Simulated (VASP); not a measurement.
Set up this calculation in VASP 6.6.1, as the native input.

| Quantity | Value |
| --- | --- |
| Task | single point |
| Functional | LDA |
| Potentials or basis | VASP PAW LDA potentials, release 64 (N, H, O, C) |
| Cutoff | 520 eV |
| k mesh | 1 × 1 × 1 |
| Occupations | fermi-dirac, width 0.05 eV |
| Spin | no spin polarisation |
| Dipole correction | no |
| Further INCAR settings | LREAL = Auto; ALGO = Normal; EDIFF = 1e-06; NBANDS = 66 |

The structure of H3CNO lies in POSCAR:

```
H3CNO
1.0
    8.5748860000      0.0000000000      0.0000000000
    0.0000000000      8.5748860000      0.0000000000
    0.0000000000      0.0000000000      8.5748860000
N H O C
5 15 5 5
Direct
    0.4897907681      0.8037891116      0.7309368311
    0.5364852664      0.1923524114      0.4634930424
    1.0446086397      0.6782014361      0.1713492168
    0.5132779608      0.9714181623      0.2041309937
    0.2538459403      0.3932647035      0.3324359064
    0.4385714282      0.8959069543      0.7854331824
    0.5965443739      0.7998357063      0.7764767951
    0.5119718210      0.8402210828      0.6260491393
    0.5782001067      0.2985695670      0.4258015792
    0.4997967320      0.2102885100      0.5742583633
    0.6345157242      0.1235001841      0.5046014606
    1.1235601266      0.7668906619      0.1731568210
    1.1127611492      0.5755061933      0.1956644088
    0.9544733306      0.6916826649      0.2372393056
    0.5362870130      0.9600011009      0.0828699064
    0.4436910298      0.8887931571      0.2467438051
    0.4722628382      1.0759676572      0.2492394651
    0.3206689862      0.3307449219      0.2563765862
    0.2907210661      0.5046947563      0.3600864198
    0.2561083611      0.3231646462      0.4285071545
    0.7294907477     -0.1137274595      0.4776390030
    0.2324579009      0.2870358860      0.9743219910
    0.2218571769      0.9800480146      0.6116466155
    0.6927905514      0.5870398743      1.0344860561
    0.2329360414      0.7678935907     -0.1468590953
    0.7311117606     -0.1474888413      0.3448675586
    0.3266748969      0.2566214874      0.8862741732
    0.1109285884      0.9079304378      0.6221540438
    0.7169891238      0.5577450242      1.1583827470
    0.2420323722      0.6770352399     -0.0479773142
```

One way to write it, as run:

INCAR

```
  PREC = Accurate
  ENCUT = 520
  EDIFF = 1E-6
  ISMEAR = -1
  SIGMA = 0.05
  LREAL = Auto
  LASPH = True
  NELM = 100
  ALGO = Normal
  ISIF = 2
  LWAVE = False
  LCHARG = False
  GGA = CA
  NBANDS = 66
```

KPOINTS

```
regular mesh
0
Gamma
  1 1 1
```

Potentials or basis: VASP PAW LDA potentials, release 64 (N, H, O, C).

Run with:

```bash
$ cat potpaw_LDA.64/N/POTCAR potpaw_LDA.64/H/POTCAR potpaw_LDA.64/O/POTCAR potpaw_LDA.64/C/POTCAR > POTCAR
$ mpirun -np 1 vasp_gam > vasp.out
```

Results of the run:

The pressure is 0.2 GPa and the largest force is 4.542 eV/Å. The band gap on the k mesh is 3.16 eV.

Caveat: the k points lie up to 0.73 Å⁻¹ apart.

Wall time 53 s on 1 thread of AMD EPYC 7R43 64-Core Processor (Zen 3), with other jobs on the host, peak memory 0.35 GiB.
